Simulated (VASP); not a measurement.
# TiAl3 (Pm-3m) in VASP: further runs

Runs on TiAl3. Level: PBE. Tasks: single point.

Program: VASP 6.6.1. These are calculated values, not measurements. Logs are shortened: lines on timing, memory, paths and dates and some standing lists are left out, and cuts for length are marked.

## 1. The cell of the first run

Symmetry: Pm-3m, No. 221, cubic system. Conventional cell: a = 3.980 Å, b = 3.980 Å, c = 3.980 Å, α = 90.00°, β = 90.00°, γ = 90.00°. Ti (site symmetry m-3m) has 12 Al at 2.81 Å within 3.7 Å. Within 3.7 Å of Al (site symmetry 4/mmm) lie 4 Ti at 2.81 Å and 8 Al at 2.81 Å.

## 2. Single point, PBE

Contents of INCAR:

```
ALGO     = Fast           # electronic algorithm
EDIFF    = 1E-6           # SCF threshold, eV
ENCUT    = 520            # plane-wave cutoff, eV
GGA      = PE             # functional
ISIF     = 2              # what is computed and relaxed
ISMEAR   = 0              # smearing method
LASPH    = T              # aspherical terms in the spheres
LCHARG   = F              # write CHGCAR
LREAL    = F              # projectors in reciprocal space
LWAVE    = F              # write WAVECAR
NBANDS   = 18             # bands
NELM     = 80             # most SCF steps
PREC     = Accurate       # precision mode
SIGMA    = 0.1            # smearing width, eV
```

Contents of KPOINTS:

```
k-points
0
Gamma
  12 12 12
```

Contents of POSCAR:

```
TiAl3
1.0
    3.9796689675      0.0000000000      0.0000000000
    0.0000000000      3.9796689675      0.0000000000
    0.0000000000      0.0000000000      3.9796689675
Ti Al
1 3
Direct
    0.0000000000      0.0000000000      0.0000000000
    0.5000000000      0.0000000000      0.5000000000
    0.0000000000      0.5000000000      0.5000000000
    0.5000000000      0.5000000000      0.0000000000
```

Potentials or basis: VASP PAW PBE potentials, release 64 (Ti_sv, Al).

Run with:

```bash
$ cat potpaw_PBE.64/Ti_sv/POTCAR potpaw_PBE.64/Al/POTCAR > POTCAR
$ mpirun -np 1 vasp_std > vasp.out
```

OUTCAR:

```text
EDIFF = 1E-6
   ENCUT = 520
   GGA = PE
   ISIF = 2
   ISMEAR = 0
   LASPH = T
   LREAL = F
   NELM = 80
   PREC = Accurate

 ion  position               nearest neighbor table
   1  0.000  0.000  0.000-   2 2.81   3 2.81   4 2.81   2 2.81   3 2.81   3 2.81   4 2.81   3 2.81
                             2 2.81   4 2.81   2 2.81   4 2.81
   2  0.500  0.000  0.500-   1 2.81   3 2.81   4 2.81   1 2.81   4 2.81   3 2.81   4 2.81   4 2.81
                             1 2.81   3 2.81   1 2.81   3 2.81
   3  0.000  0.500  0.500-   1 2.81   2 2.81   4 2.81   1 2.81   4 2.81   1 2.81   2 2.81   1 2.81
                             2 2.81   4 2.81   4 2.81   2 2.81
   4  0.500  0.500  0.000-   1 2.81   2 2.81   3 2.81   2 2.81   3 2.81   1 2.81   2 2.81   2 2.81
                             1 2.81   3 2.81   3 2.81   1 2.81

  LATTYP: Found a simple cubic cell.
 ALAT       =     3.9796689675

  Lattice vectors:

 A1 = (   3.9796689675,   0.0000000000,   0.0000000000)
 A2 = (   0.0000000000,   3.9796689675,   0.0000000000)
 A3 = (   0.0000000000,   0.0000000000,   3.9796689675)

Analysis of symmetry for initial positions (statically):
=====================================================================
 Subroutine PRICEL returns:
 Original cell was already a primitive cell.

 Routine SETGRP: Setting up the symmetry group for a
 simple cubic supercell.

 Subroutine GETGRP returns: Found 48 space group operations
 (whereof 48 operations were pure point group operations)
 out of a pool of 48 trial point group operations.

The static configuration has the point symmetry O_h .

Analysis of symmetry for dynamics (positions and initial velocities):
=====================================================================
 Subroutine PRICEL returns:
 Original cell was already a primitive cell.

 Routine SETGRP: Setting up the symmetry group for a
 simple cubic supercell.

 Subroutine GETGRP returns: Found 48 space group operations
 (whereof 48 operations were pure point group operations)
 out of a pool of 48 trial point group operations.

The dynamic configuration has the point symmetry O_h .

 Subroutine INISYM returns: Found 48 space group operations
 (whereof 48 operations are pure point group operations),
 and found     1 'primitive' translations

----------------------------------------------------------------------------------------

                                     Primitive cell

  volume of cell :      63.0291

  direct lattice vectors                    reciprocal lattice vectors
     3.979668967  0.000000000  0.000000000     0.251277181  0.000000000  0.000000000
     0.000000000  3.979668967  0.000000000     0.000000000  0.251277181  0.000000000
     0.000000000  0.000000000  3.979668967     0.000000000  0.000000000  0.251277181

  length of vectors
     3.979668967  3.979668967  3.979668967     0.251277181  0.251277181  0.251277181

  position of ions in fractional coordinates (direct lattice)
     0.000000000  0.000000000  0.000000000
     0.500000000  0.000000000  0.500000000
     0.000000000  0.500000000  0.500000000
     0.500000000  0.500000000  0.000000000

  ion indices of the primitive-cell ions
   primitive index   ion index
                 1           1
                 2           2
                 3           3
                 4           4

----------------------------------------------------------------------------------------

 KPOINTS: k-points

Automatic generation of k-mesh.
 Grid dimensions read from file:
 generate k-points for:   12   12   12

 Generating k-lattice:

  Cartesian coordinates                     Fractional coordinates (reciprocal lattice)
     0.020939765  0.000000000  0.000000000     0.083333333  0.000000000  0.000000000
     0.000000000  0.020939765  0.000000000     0.000000000  0.083333333  0.000000000
     0.000000000  0.000000000  0.020939765     0.000000000  0.000000000  0.083333333

  Length of vectors
     0.020939765  0.020939765  0.020939765

  Shift w.r.t. Gamma in fractional coordinates (k-lattice)
     0.000000000  0.000000000  0.000000000

 Subroutine IBZKPT returns following result:
 ===========================================

 Found     84 irreducible k-points:

 Following reciprocal coordinates:
            Coordinates               Weight
  0.000000  0.000000  0.000000      1.000000
  0.083333  0.000000  0.000000      6.000000
  0.166667  0.000000  0.000000      6.000000
  0.250000  0.000000  0.000000      6.000000
  0.333333  0.000000  0.000000      6.000000
  0.416667  0.000000  0.000000      6.000000
[... 16 lines left out ...]
  0.333333  0.333333  0.000000     12.000000
  0.416667  0.333333  0.000000     24.000000
 [... further k-points ...]
   k-points           NKPTS =     84   k-points in BZ     NKDIM =     84   number of bands    NBANDS=     18
   number of dos      NEDOS =    301   number of ions     NIONS =      4
   total plane-waves  NPLWV =  27000
   dimension x,y,z NGX =    30 NGY =   30 NGZ =   30
   dimension x,y,z NGXF=    60 NGYF=   60 NGZF=   60
   ions per type =               1   3
   NGX,Y,Z   is equivalent  to a cutoff of  12.53, 12.53, 12.53 a.u.
   NGXF,Y,Z  is equivalent  to a cutoff of  25.06, 25.06, 25.06 a.u.
 SYSTEM =  unknown system
   PREC   = accura    normal or accurate (medium, high low for compatibility)
   ISTART =      0    job   : 0-new  1-cont  2-samecut
   ICHARG =      2    charge: 1-file 2-atom 10-const
   ISPIN  =      1    spin polarized calculation?
   LNONCOLLINEAR =      F non collinear calculations
   LSORBIT =      F    spin-orbit coupling
   LASPH  =      T    aspherical Exc in radial PAW
   ENCUT  =  520.0 eV  38.22 Ry    6.18 a.u.   7.40  7.40  7.40*2*pi/ulx,y,z
   NELM   =     80;   NELMIN=  2; NELMDL= -5     # of ELM steps
   EDIFF  = 0.1E-05   stopping-criterion for ELM
   LREAL  =      F    real-space projection
   EDIFFG = 0.1E-04   stopping-criterion for IOM
   NSW    =      0    number of steps for IOM
   IBRION =     -1    ionic relax: 0-MD 1-quasi-New 2-CG
   NFREE  =      0    steps in history (QN), initial steepest desc. (CG)
   ISIF   =      2    stress and relaxation
   ISYM   =      2    0-nonsym 1-usesym 2-fastsym
   POTIM  = 0.5000    time-step for ionic-motion
   TEBEG  =    0.0;   TEEND  =   0.0 temperature during run
   PSTRESS=    0.0 pullay stress
   NELECT =      21.0000    total number of electrons
   NUPDOWN=      -1.0000    fix difference up-down
   EMIN   =  10.00;   EMAX   =-10.00  energy-range for DOS
   EFERMI =   0.00;   METHOD = LEGACY
   ISMEAR =     0;   SIGMA  =   0.10  broadening in eV -4-tet -1-fermi 0-gaus
   EFERMI_NEDOS =   21; number of points for ismear=-14 and -15
   IALGO  =     68    algorithm
   IMIX   =      4    mixing-type and parameters
     AMIX     =   0.40;   BMIX     =  1.00
     AMIX_MAG =   1.60;   BMIX_MAG =  1.00
  volume/ion in A,a.u.               =      15.76       106.34
  Fermi-wavevector in a.u.,A,eV,Ry     =   1.134926  2.144700 17.525088  1.288058
  Thomas-Fermi vector in A             =   2.271631
   LORBIT       =      0    0 simple, 1 ext, 2 COOP (PROOUT), +10 PAW based schemes
   GGA     = PE    functional components
   LHFCALC =     F    Hartree Fock is set to
   AEXX    =    0.0000 exact exchange contribution
   IVDW    =     0    specifies the selected vdW correction
   LEPSILON=     F    determine dielectric tensor
   LRPA    =     F    only Hartree local field effects (RPA)
 non-spin polarized calculation
 RMM-DIIS sequential band-by-band and
 Gauss-broadening in eV      SIGMA  =   0.10
  energy-cutoff  :      520.00
  volume of cell :       63.03
 maximum number of plane-waves:      1743
 NGX is ok and might be reduce to    30
   NGX = 15   NGY = 15   NGZ = 15

 number of electron      20.9999998 magnetization

 Free energy of the ion-electron system (eV)
  ---------------------------------------------------
  ext. energy  EPLUGINS =         0.00000000
  ---------------------------------------------------
  free energy    TOTEN  =       -20.55231695 eV

  energy without entropy =      -20.53839061  energy(sigma->0) =      -20.54535378

 E-fermi :   8.9416     XC(G=0): -10.7574

 val. band max:        8.9404993913   @ k =   0.2500   0.1667   0.0000
 cond. band min:       8.9527292727   @ k =   0.1667   0.1667   0.0833
 fundamental gap:      0.0122298814
 Fermi energy:         8.9415669089

 k-point     1 :       0.0000    0.0000    0.0000
  band No.  band energies     occupation
      1     -48.0689      2.00000
      2     -24.3684      2.00000
      3     -24.3684      2.00000
      4     -24.3684      2.00000
      5      -1.8007      2.00000
      6       5.8672      2.00000
[... 10 lines left out ...]
     17      14.5375      0.00000
     18      14.5375      0.00000

 k-point     2 :       0.0833    0.0000    0.0000
  band No.  band energies     occupation
      1     -48.0688      2.00000
      2     -24.3696      2.00000
      3     -24.3683      2.00000
      4     -24.3683      2.00000
      5      -1.7341      2.00000
      6       5.2982      2.00000
[... 10 lines left out ...]
     17      14.4513      0.00000
     18      14.4522      0.00000

 k-point     3 :       0.1667    0.0000    0.0000
  band No.  band energies     occupation
      1     -48.0687      2.00000
      2     -24.3730      2.00000
      3     -24.3681      2.00000
      4     -24.3681      2.00000
      5      -1.5353      2.00000
      6       4.3298      2.00000
[... 10 lines left out ...]
     17      14.0248      0.00000
     18      14.0300      0.00000

 k-point     4 :       0.2500    0.0000    0.0000
  band No.  band energies     occupation
      1     -48.0685      2.00000
      2     -24.3776      2.00000
      3     -24.3677      2.00000
      4     -24.3677      2.00000
      5      -1.2084      2.00000
      6       3.3173      2.00000
[... 375 lines left out ...]
      4     -24.3664      2.00000
      5       0.6613      2.00000
      6       1.5806      2.00000
[... 10 lines left out ...]
     17      13.6826      0.00000
     18      14.2071      0.00000

 k-point    23 :       0.3333    0.3333    0.0000
  band No.  band energies     occupation
      1     -48.0678      2.00000
      2     -24.3808      2.00000
      3     -24.3805      2.00000
      4     -24.3664      2.00000
      5       0.2094      2.00000
      6       3.2212      2.00000
[... 10 lines left out ...]
     17      13.1808      0.00000
     18      14.2863      0.00000

 k-point    24 :       0.4167    0.3333    0.0000
  band No.  band energies     occupation
      1     -48.0677      2.00000
      2     -24.3839      2.00000
      3     -24.3803      2.00000
      4     -24.3661      2.00000
      5       0.6971      2.00000
      6       2.4428      2.00000
[... 10 lines left out ...]
     17      13.0785      0.00000
     18      14.6017      0.00000

 [... further k-points ...]

------------------------ aborting loop because EDIFF is reached ----------------------------------------

  FORCE on cell =-STRESS in cart. coord.  units (eV):
  Direction    XX          YY          ZZ          XY          YZ          ZX
  --------------------------------------------------------------------------------------
  -------------------------------------------------------------------------------------
  Total        0.0023150      0.0023150      0.0023150     -0.0000000     -0.0000000      0.0000000
  in kB        0.0588470      0.0588470      0.0588470     -0.0000000     -0.0000000      0.0000000
  external PRESSURE =       0.0588470 kB  Pullay stress =       0.0000000 kB

 VOLUME and BASIS-vectors are now :
 -----------------------------------------------------------------------------
  energy-cutoff  :      520.00
  volume of cell :       63.03
      direct lattice vectors                 reciprocal lattice vectors
     3.979668967  0.000000000  0.000000000     0.251277181  0.000000000  0.000000000
     0.000000000  3.979668967  0.000000000     0.000000000  0.251277181  0.000000000
     0.000000000  0.000000000  3.979668967     0.000000000  0.000000000  0.251277181

 POSITION                                       TOTAL-FORCE (eV/Angst)
 -----------------------------------------------------------------------------------
      0.00000      0.00000      0.00000         0.000000      0.000000      0.000000
      1.98983      0.00000      1.98983         0.000000      0.000000      0.000000
      0.00000      1.98983      1.98983         0.000000      0.000000      0.000000
      1.98983      1.98983      0.00000         0.000000      0.000000      0.000000
 -----------------------------------------------------------------------------------
    total drift:                                0.000000     -0.000000      0.000000

  FREE ENERGIE OF THE ION-ELECTRON SYSTEM (eV)
  ---------------------------------------------------
  free  energy   TOTEN  =       -20.5523169469 eV

  energy  without entropy=      -20.5383906114  energy(sigma->0) =      -20.54535378
```

Wall time 94 s (1 thread of Intel Xeon 6975P-C (Granite Rapids), shared host); peak memory 0.22 GiB.

Results:

```
Free energy : -20.5523 eV
Pressure    : 0.0 GPa
```

Levels at points of the mesh, in eV from the Fermi level:
```
           k point  band 8  band 9  band 10  band 11  band 12  band 13
(0.00, 0.00, 0.00)   -2.18   -2.18    -2.18     0.14     0.14     0.14
(0.50, 0.00, 0.00)   -2.25   -2.15     0.38     0.70     0.70     0.93
(0.50, 0.50, 0.00)   -5.00   -1.26    -1.26     0.60     0.86     1.07
(0.50, 0.50, 0.50)   -4.94   -3.50    -3.50    -3.50     0.17     1.18
```

(Continued in part 2 of 2.)
